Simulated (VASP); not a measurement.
Input of a VASP 6.6.1 run:

The input INCAR:

```
SYSTEM = Cd2HgO3
PREC = Accurate ; ENCUT = 700
EDIFF = 1E-6 ; ISMEAR = 0
SIGMA = 0.1 ; LREAL = .FALSE.
LASPH = .TRUE. ; NELM = 120
ALGO = Normal ; ISIF = 2
LWAVE = .FALSE. ; LCHARG = .FALSE.
GGA = PE ; NBANDS = 48
GGA_COMPAT = .FALSE.
```

Contents of KPOINTS:

```
regular mesh
0
G
  6 6 2
  0 0 0
```

File POSCAR:

```
Cd2HgO3
1.0
    3.4041280000      0.0000000000      0.0000000000
   -1.7020640000      2.9480613000      0.0000000000
    0.0000000000      0.0000000000      8.3737292000
Cd Hg O
2 1 3
Direct
    0.3333333000      0.6666667000      0.6629870000
    0.6666667000      0.3333333000      0.3370130000
    0.0000000000      0.0000000000      0.0000000000
    0.6666667000      0.3333333000      0.8217770000
    0.0000000000      0.0000000000      0.5000000000
    0.3333333000      0.6666667000      0.1782230000
```

Potentials or basis: VASP PAW PBE potentials, release 64 (Cd_sv_GW, Hg_sv_GW, O).

Command:

```console
$ cat potpaw_PBE.64/Cd_sv_GW/POTCAR potpaw_PBE.64/Hg_sv_GW/POTCAR potpaw_PBE.64/O/POTCAR > POTCAR
$ mpirun -np 1 vasp_std > vasp.out
```

(1) Predict the pressure.

(2) Predict the band gap on the k mesh.

Answers

(1) -0.2 GPa.

(2) zero (bands 39 and 40 overlap by 0.31 eV).

Caveat: the k points lie up to 0.38 Å⁻¹ apart; semilocal functionals underestimate gaps, and a narrow one can read as zero; spin-orbit coupling is left out, which moves the levels of the heavy elements.
